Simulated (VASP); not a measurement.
# Re (P6_3/mmc) in VASP: a series of runs, part 2 of 2

VASP 6.6.1. The steps go on from the part before.

## 4. Single point, PBE

This run uses another cell than the first one, of 14.57 Å³/atom, 1.024 times its volume.

INCAR reads:

```
PREC = Accurate
ENCUT = 520
EDIFF = 1E-7
ISMEAR = -1
SIGMA = 0.05
LREAL = F
LASPH = T
NELM = 80
ALGO = Fast
ISIF = 2
LWAVE = F
LCHARG = T
GGA = PE
LELF = T
LVHAR = T
NBANDS = 14
```

KPOINTS reads:

```
regular mesh
0
Gamma
  11 11 6
```

POSCAR reads:

```
Re
1.0
    2.7507544870      0.0000000000      0.0000000000
   -1.3753772435      2.3822232653      0.0000000000
    0.0000000000      0.0000000000      4.4459169969
Re
2
Direct
    0.6666666667      0.3333333333      0.7500000000
    0.3333333333      0.6666666667      0.2500000000
```

Potentials or basis: VASP PAW PBE potentials, release 64 (Re).

Started as:

```
$ cat potpaw_PBE.64/Re/POTCAR > POTCAR
$ mpirun -np 1 vasp_std > vasp.out
```

OUTCAR:

```text
PREC = Accurate
   ENCUT = 520
   EDIFF = 1E-7
   ISMEAR = -1
   LREAL = F
   LASPH = T
   NELM = 80
   ISIF = 2
   GGA = PE

 ion  position               nearest neighbor table
   1  0.667  0.333  0.750-   2 2.73   2 2.73   2 2.73   2 2.73   2 2.73   2 2.73
   2  0.333  0.667  0.250-   1 2.73   1 2.73   1 2.73   1 2.73   1 2.73   1 2.73

  LATTYP: Found a hexagonal cell.
 ALAT       =     2.7507544870
 C/A-ratio  =     1.6162536562

  Lattice vectors:

 A1 = (   2.7507544870,   0.0000000000,   0.0000000000)
 A2 = (  -1.3753772435,   2.3822232653,   0.0000000000)
 A3 = (   0.0000000000,   0.0000000000,   4.4459169969)

Analysis of symmetry for initial positions (statically):
=====================================================================
 Subroutine PRICEL returns:
 Original cell was already a primitive cell.

 Routine SETGRP: Setting up the symmetry group for a
 hexagonal supercell.

 Subroutine GETGRP returns: Found 24 space group operations
 (whereof 12 operations were pure point group operations)
 out of a pool of 24 trial point group operations.

The static configuration has the point symmetry D_3d.
 The point group associated with its full space group is D_6h.

Analysis of symmetry for dynamics (positions and initial velocities):
=====================================================================
 Subroutine PRICEL returns:
 Original cell was already a primitive cell.

 Routine SETGRP: Setting up the symmetry group for a
 hexagonal supercell.

 Subroutine GETGRP returns: Found 24 space group operations
 (whereof 12 operations were pure point group operations)
 out of a pool of 24 trial point group operations.

The dynamic configuration has the point symmetry D_3d.
 The point group associated with its full space group is D_6h.

 Subroutine INISYM returns: Found 24 space group operations
 (whereof 12 operations are pure point group operations),
 and found     1 'primitive' translations

----------------------------------------------------------------------------------------

[... 123 lines left out ...]
 non-spin polarized calculation
 RMM-DIIS sequential band-by-band and
  energy-cutoff  :      520.00
  volume of cell :       29.13
 maximum number of plane-waves:       793
   NGX = 11   NGY = 11   NGZ = 17

 number of electron      14.0000001 magnetization

 Free energy of the ion-electron system (eV)
  ---------------------------------------------------
  ext. energy  EPLUGINS =         0.00000000
  ---------------------------------------------------
  free energy    TOTEN  =       -24.83190036 eV

  energy without entropy =      -24.81830626  energy(sigma->0) =      -24.82510331

 E-fermi :   8.0207     XC(G=0): -13.7861

 val. band max:        8.0004551929   @ k =   0.1818  -0.0000   0.1667
 cond. band min:       8.0686761161   @ k =   0.3636   0.1818   0.3333
 fundamental gap:      0.0682209232
 Fermi energy:         8.0206523616

 k-point     1 :       0.0000    0.0000    0.0000
  band No.  band energies     occupation
      1      -1.9258      2.00000
      2       1.3118      2.00000
      3       6.3953      2.00000
      4       6.4059      2.00000
      5       6.4059      2.00000
      6       7.2538      2.00000
      7       7.2538      2.00000
      8       8.2060      0.04794
      9       8.2060      0.04794
     10       8.6387      0.00001
     11      11.4206      0.00000
     12      11.4206      0.00000
     13      18.1534      0.00000
     14      22.1758      0.00000
[... 377 lines left out ...]
      1       0.4166      2.00000
      2       3.0380      2.00000
      3       4.4047      2.00000
      4       4.7503      2.00000
      5       6.0321      2.00000
      6       6.7332      2.00000
      7       7.3556      2.00000
      8       8.3078      0.00640
      9       9.0351      0.00000
     10       9.4306      0.00000
     11      11.8265      0.00000
     12      14.9236      0.00000
     13      19.3139      0.00000
     14      24.1087      0.00000

 [... further k-points ...]

------------------------ aborting loop because EDIFF is reached ----------------------------------------

  FORCE on cell =-STRESS in cart. coord.  units (eV):
  Direction    XX          YY          ZZ          XY          YZ          ZX
  --------------------------------------------------------------------------------------
  -------------------------------------------------------------------------------------
  Total        1.7658441      1.7658441      1.7331845      0.0000000     -0.0000000      0.0000000
  in kB       97.1107490     97.1107490     95.3146701      0.0000000     -0.0000000      0.0000000
  external PRESSURE =      96.5120561 kB  Pullay stress =       0.0000000 kB

 VOLUME and BASIS-vectors are now :
 -----------------------------------------------------------------------------
  energy-cutoff  :      520.00
  volume of cell :       29.13
      direct lattice vectors                 reciprocal lattice vectors
     2.750754487  0.000000000  0.000000000     0.363536624  0.209887968  0.000000000
    -1.375377244  2.382223265  0.000000000     0.000000000  0.419775936  0.000000000
     0.000000000  0.000000000  4.445916997     0.000000000  0.000000000  0.224925477

 POSITION                                       TOTAL-FORCE (eV/Angst)
 -----------------------------------------------------------------------------------
      1.37538      0.79407      3.33444         0.000000      0.000000      0.000000
     -0.00000      1.58815      1.11148        -0.000000     -0.000000      0.000000
 -----------------------------------------------------------------------------------
    total drift:                               -0.000000      0.000000     -0.000000

  FREE ENERGIE OF THE ION-ELECTRON SYSTEM (eV)
  ---------------------------------------------------
  free  energy   TOTEN  =       -24.8319003557 eV

  energy  without entropy=      -24.8183062582  energy(sigma->0) =      -24.82510331
```

OSZICAR:

```text
N       E                     dE             d eps       ncg     rms          rms(c)
DAV:   1     0.196503193823E+02    0.19650E+02   -0.69090E+03  3584   0.126E+03
DAV:   2    -0.252361076388E+02   -0.44886E+02   -0.39689E+02  2928   0.282E+02
DAV:   3    -0.262045850238E+02   -0.96848E+00   -0.93659E+00  2802   0.416E+01
DAV:   4    -0.262147943621E+02   -0.10209E-01   -0.10202E-01  2722   0.307E+00
DAV:   5    -0.262149882087E+02   -0.19385E-03   -0.19382E-03  2754   0.758E-01    0.436E+01
RMM:   6    -0.251452325040E+02    0.10698E+01   -0.17648E-01  1894   0.204E+01    0.172E+01
RMM:   7    -0.248386918747E+02    0.30654E+00   -0.23116E+00  2695   0.218E+01    0.131E+00
RMM:   8    -0.248353546853E+02    0.33372E-02   -0.73311E-02  2610   0.395E+00    0.827E-01
RMM:   9    -0.248326561934E+02    0.26985E-02   -0.14352E-02  2806   0.787E-01    0.148E-01
RMM:  10    -0.248318401015E+02    0.81609E-03   -0.71730E-04  2165   0.104E+00    0.880E-02
RMM:  11    -0.248319032962E+02   -0.63195E-04   -0.15727E-03  2783   0.336E-01    0.153E-02
RMM:  12    -0.248319022400E+02    0.10562E-05   -0.88928E-05  2798   0.626E-02    0.322E-03
RMM:  13    -0.248319023325E+02   -0.92518E-07   -0.61663E-06  2659   0.196E-02    0.638E-03
RMM:  14    -0.248319004754E+02    0.18571E-05   -0.31939E-07  1704   0.208E-02    0.759E-03
RMM:  15    -0.248319003206E+02    0.15481E-06   -0.87216E-08  1816   0.288E-02    0.152E-02
RMM:  16    -0.248319003557E+02   -0.35078E-07   -0.37384E-07  1576   0.322E-02
   1 F= -.24831900E+02 E0= -.24825103E+02  d E =-.135941E-01
```

Wall time 24 s (1 thread of Intel Xeon 6975P-C, shared host); peak memory 0.15 GiB.

What came out:

* Free energy: -24.8319 eV
* Pressure: 9.7 GPa
* Band gap on the k mesh: zero (band 7 reaches 9.39 eV, above the bottom of band 8 at 6.28 eV)

Caveat: spin-orbit coupling is left out, which moves the levels of the heavy elements.

## 5. Single point, PBE

This run uses another cell than the first one, of 14.95 Å³/atom, 1.051 times its volume.

INCAR reads:

```
SYSTEM = Re
PREC     = Accurate       ! precision mode
ENCUT    = 520            ! plane-wave cutoff, eV
EDIFF    = 1E-7           ! SCF threshold, eV
ISMEAR   = -1             ! smearing method
SIGMA    = 0.05           ! smearing width, eV
LREAL    = .FALSE.        ! projectors in reciprocal space
LASPH    = .TRUE.         ! aspherical terms in the spheres
NELM     = 80             ! most SCF steps
ALGO     = Normal         ! electronic algorithm
ISIF     = 2              ! what is computed and relaxed
LWAVE    = .FALSE.        ! write WAVECAR
LCHARG   = .FALSE.        ! write CHGCAR
GGA      = PE             ! functional
NBANDS   = 14             ! bands
```

KPOINTS reads:

```
Automatic mesh
0
G
  11 11 6
  0 0 0
```

POSCAR reads:

```
Re
1.0
    2.7747779772      0.0000000000      0.0000000000
   -1.3873889886      2.4030282181      0.0000000000
    0.0000000000      0.0000000000      4.4844998187
Re
2
Direct
    0.6666666667      0.3333333333      0.7500000000
    0.3333333333      0.6666666667      0.2500000000
```

Potentials or basis: VASP PAW PBE potentials, release 64 (Re).

Started as:

```
$ cat potpaw_PBE.64/Re/POTCAR > POTCAR
$ mpirun -np 1 vasp_std > vasp.out
```

OUTCAR:

```text
SYSTEM = Re
   PREC = Accurate
   ENCUT = 520
   EDIFF = 1E-7
   ISMEAR = -1
   LREAL = .FALSE.
   LASPH = .TRUE.
   NELM = 80
   ISIF = 2
   GGA = PE

 ion  position               nearest neighbor table
   1  0.667  0.333  0.750-   2 2.76   2 2.76   2 2.76   2 2.76   2 2.76   2 2.76
   2  0.333  0.667  0.250-   1 2.76   1 2.76   1 2.76   1 2.76   1 2.76   1 2.76

  LATTYP: Found a hexagonal cell.
 ALAT       =     2.7747779772
 C/A-ratio  =     1.6161652772

  Lattice vectors:

 A1 = (   2.7747779772,   0.0000000000,   0.0000000000)
 A2 = (  -1.3873889886,   2.4030282181,   0.0000000000)
 A3 = (   0.0000000000,   0.0000000000,   4.4844998187)

Analysis of symmetry for initial positions (statically):
=====================================================================
 Subroutine PRICEL returns:
 Original cell was already a primitive cell.

 Routine SETGRP: Setting up the symmetry group for a
 hexagonal supercell.

 Subroutine GETGRP returns: Found 24 space group operations
 (whereof 12 operations were pure point group operations)
 out of a pool of 24 trial point group operations.

The static configuration has the point symmetry D_3d.
 The point group associated with its full space group is D_6h.

Analysis of symmetry for dynamics (positions and initial velocities):
=====================================================================
 Subroutine PRICEL returns:
 Original cell was already a primitive cell.

 Routine SETGRP: Setting up the symmetry group for a
 hexagonal supercell.

 Subroutine GETGRP returns: Found 24 space group operations
 (whereof 12 operations were pure point group operations)
 out of a pool of 24 trial point group operations.

The dynamic configuration has the point symmetry D_3d.
 The point group associated with its full space group is D_6h.

 Subroutine INISYM returns: Found 24 space group operations
 (whereof 12 operations are pure point group operations),
 and found     1 'primitive' translations

----------------------------------------------------------------------------------------

                                     Primitive cell

  volume of cell :      29.9021

  direct lattice vectors                    reciprocal lattice vectors
     2.774777977  0.000000000  0.000000000     0.360389194  0.208070798  0.000000000
    -1.387388989  2.403028218  0.000000000     0.000000000  0.416141597  0.000000000
     0.000000000  0.000000000  4.484499819     0.000000000  0.000000000  0.222990309

  length of vectors
     2.774777977  2.774777977  4.484499819     0.416141597  0.416141597  0.222990309

  position of ions in fractional coordinates (direct lattice)
     0.666666667  0.333333333  0.750000000
     0.333333333  0.666666667  0.250000000

  ion indices of the primitive-cell ions
   primitive index   ion index
                 1           1
                 2           2

----------------------------------------------------------------------------------------

 KPOINTS: Automatic mesh

Automatic generation of k-mesh.
 Grid dimensions read from file:
 generate k-points for:   11   11    6

[... 42 lines left out ...]
  0.090909  0.090909  0.166667     12.000000
  0.181818  0.090909  0.166667     24.000000
 [... further k-points ...]
   k-points           NKPTS =     64   k-points in BZ     NKDIM =     64   number of bands    NBANDS=     14
   number of dos      NEDOS =    301   number of ions     NIONS =      2
   total plane-waves  NPLWV =  20736
   dimension x,y,z NGX =    24 NGY =   24 NGZ =   36
   dimension x,y,z NGXF=    48 NGYF=   48 NGZF=   72
   ions per type =               2
   NGX,Y,Z   is equivalent  to a cutoff of  14.38, 14.38, 13.35 a.u.
   NGXF,Y,Z  is equivalent  to a cutoff of  28.76, 28.76, 26.69 a.u.
 SYSTEM =  Re
   PREC   = accura    normal or accurate (medium, high low for compatibility)
   ISTART =      0    job   : 0-new  1-cont  2-samecut
   ICHARG =      2    charge: 1-file 2-atom 10-const
   ISPIN  =      1    spin polarized calculation?
   LNONCOLLINEAR =      F non collinear calculations
   LSORBIT =      F    spin-orbit coupling
   LASPH  =      T    aspherical Exc in radial PAW
   ENCUT  =  520.0 eV  38.22 Ry    6.18 a.u.   5.16  5.16  8.34*2*pi/ulx,y,z
   NELM   =     80;   NELMIN=  2; NELMDL= -5     # of ELM steps
   EDIFF  = 0.1E-06   stopping-criterion for ELM
   LREAL  =      F    real-space projection
   EDIFFG = 0.1E-05   stopping-criterion for IOM
   NSW    =      0    number of steps for IOM
   IBRION =     -1    ionic relax: 0-MD 1-quasi-New 2-CG
   NFREE  =      0    steps in history (QN), initial steepest desc. (CG)
   ISIF   =      2    stress and relaxation
   ISYM   =      2    0-nonsym 1-usesym 2-fastsym
   POTIM  = 0.5000    time-step for ionic-motion
   TEBEG  =    0.0;   TEEND  =   0.0 temperature during run
   PSTRESS=    0.0 pullay stress
   NELECT =      14.0000    total number of electrons
   NUPDOWN=      -1.0000    fix difference up-down
   EMIN   =  10.00;   EMAX   =-10.00  energy-range for DOS
   EFERMI =   0.00;   METHOD = LEGACY
   ISMEAR =    -1;   SIGMA  =   0.05  broadening in eV -4-tet -1-fermi 0-gaus
   EFERMI_NEDOS =   21; number of points for ismear=-14 and -15
   IALGO  =     38    algorithm
   IMIX   =      4    mixing-type and parameters
     AMIX     =   0.40;   BMIX     =  1.00
     AMIX_MAG =   1.60;   BMIX_MAG =  1.00
  volume/ion in A,a.u.               =      14.95       100.89
  Fermi-wavevector in a.u.,A,eV,Ry     =   1.271210  2.402238 21.986656  1.615974
  Thomas-Fermi vector in A             =   2.404155
   LORBIT       =      0    0 simple, 1 ext, 2 COOP (PROOUT), +10 PAW based schemes
   GGA     = PE    functional components
   LHFCALC =     F    Hartree Fock is set to
   AEXX    =    0.0000 exact exchange contribution
   IVDW    =     0    specifies the selected vdW correction
   LEPSILON=     F    determine dielectric tensor
   LRPA    =     F    only Hartree local field effects (RPA)
 non-spin polarized calculation
  energy-cutoff  :      520.00
  volume of cell :       29.90
 maximum number of plane-waves:       817
 NGX is ok and might be reduce to    24
   NGX = 11   NGY = 11   NGZ = 17

 number of electron      14.0000000 magnetization

 Free energy of the ion-electron system (eV)
  ---------------------------------------------------
  ext. energy  EPLUGINS =         0.00000000
  ---------------------------------------------------
  free energy    TOTEN  =       -24.85383541 eV

  energy without entropy =      -24.83923090  energy(sigma->0) =      -24.84653316

 E-fermi :   7.6955     XC(G=0): -13.6426

 val. band max:        7.6862290545   @ k =   0.1818   0.0000   0.1667
 cond. band min:       7.7377808137   @ k =   0.3636   0.1818   0.3333
 fundamental gap:      0.0515517592
 Fermi energy:         7.6955116968

 k-point     1 :       0.0000    0.0000    0.0000
  band No.  band energies     occupation
      1      -2.0670      2.00000
      2       1.1819      2.00000
      3       6.1395      2.00000
      4       6.1527      2.00000
      5       6.1527      2.00000
      6       6.9653      2.00000
      7       6.9653      2.00000
      8       7.8813      0.04750
      9       7.8813      0.04750
     10       8.2650      0.00002
     11      10.9780      0.00000
     12      10.9780      0.00000
     13      17.4833      0.00000
     14      21.8200      0.00000
[... 377 lines left out ...]
      1       0.2187      2.00000
      2       2.8611      2.00000
      3       4.1966      2.00000
      4       4.5468      2.00000
      5       5.7911      2.00000
      6       6.4603      2.00000
      7       7.0565      1.99999
      8       7.9828      0.00638
      9       8.6820      0.00000
     10       9.0597      0.00000
     11      11.3582      0.00000
     12      14.3502      0.00000
     13      18.6742      0.00000
     14      23.4196      0.00000

 [... further k-points ...]

------------------------ aborting loop because EDIFF is reached ----------------------------------------

  FORCE on cell =-STRESS in cart. coord.  units (eV):
  Direction    XX          YY          ZZ          XY          YZ          ZX
  --------------------------------------------------------------------------------------
  -------------------------------------------------------------------------------------
  Total       -0.0905105     -0.0905105     -0.1224017      0.0000000     -0.0000000      0.0000000
  in kB       -4.8496256     -4.8496256     -6.5583877      0.0000000     -0.0000000      0.0000000
  external PRESSURE =      -5.4192130 kB  Pullay stress =       0.0000000 kB

 VOLUME and BASIS-vectors are now :
 -----------------------------------------------------------------------------
  energy-cutoff  :      520.00
  volume of cell :       29.90
      direct lattice vectors                 reciprocal lattice vectors
     2.774777977  0.000000000  0.000000000     0.360389194  0.208070798  0.000000000
    -1.387388989  2.403028218  0.000000000     0.000000000  0.416141597  0.000000000
     0.000000000  0.000000000  4.484499819     0.000000000  0.000000000  0.222990309

 POSITION                                       TOTAL-FORCE (eV/Angst)
 -----------------------------------------------------------------------------------
      1.38739      0.80101      3.36337        -0.000000     -0.000000      0.000000
     -0.00000      1.60202      1.12112         0.000000      0.000000      0.000000
 -----------------------------------------------------------------------------------
    total drift:                                0.000000     -0.000000     -0.000000

  FREE ENERGIE OF THE ION-ELECTRON SYSTEM (eV)
  ---------------------------------------------------
  free  energy   TOTEN  =       -24.8538354086 eV

  energy  without entropy=      -24.8392309023  energy(sigma->0) =      -24.84653316
```

It took 22 s on 1 thread of Intel Xeon 6975P-C, shared host; peak memory 0.17 GiB.

What came out:

| Quantity | Value |
| --- | --- |
| Free energy | -24.8538 eV |
| Pressure | -0.5 GPa |
| Band gap on the k mesh | zero (band 7 reaches 8.99 eV, above the bottom of band 8 at 6.03 eV) |

Levels at points of the mesh, in eV from the Fermi level:
```tsv
k point	band 4	band 5	band 6	band 7	band 8	band 9	band 10	band 11
(0.00, 0.00, 0.00)	-1.54	-1.54	-0.73	-0.73	0.19	0.19	0.57	3.28
(0.00, 0.00, 0.50)	-2.35	-1.67	-1.67	-1.67	-1.67	2.48	2.48	2.48
```

Caveat: spin-orbit coupling is left out, which moves the levels of the heavy elements.

## 6. Overview

```tsv
cell	gap on the mesh (eV)	pressure (GPa)
a = 2.729, b = 2.729, c = 4.411 Å, angles 90.0, 90.0, 120.0°, 2 atoms	none	19.9
a = 2.762, b = 2.762, c = 4.464 Å, angles 90.0, 90.0, 120.0°, 2 atoms	none	4.5
a = 2.751, b = 2.751, c = 4.446 Å, angles 90.0, 90.0, 120.0°, 2 atoms	none	9.7
a = 2.775, b = 2.775, c = 4.484 Å, angles 90.0, 90.0, 120.0°, 2 atoms	none	-0.5
```

Alike in all rows: task single point; level PBE; potentials or basis VASP PAW PBE potentials, release 64 (Re); no spin polarisation; k mesh 11 × 11 × 6; cutoff (eV) 520; smearing fermi-dirac 0.05 eV.

Caveats: spin-orbit coupling is left out, which moves the levels of the heavy elements.

Total energies depend on the potentials used, so only differences within one code and one set of settings carry meaning.
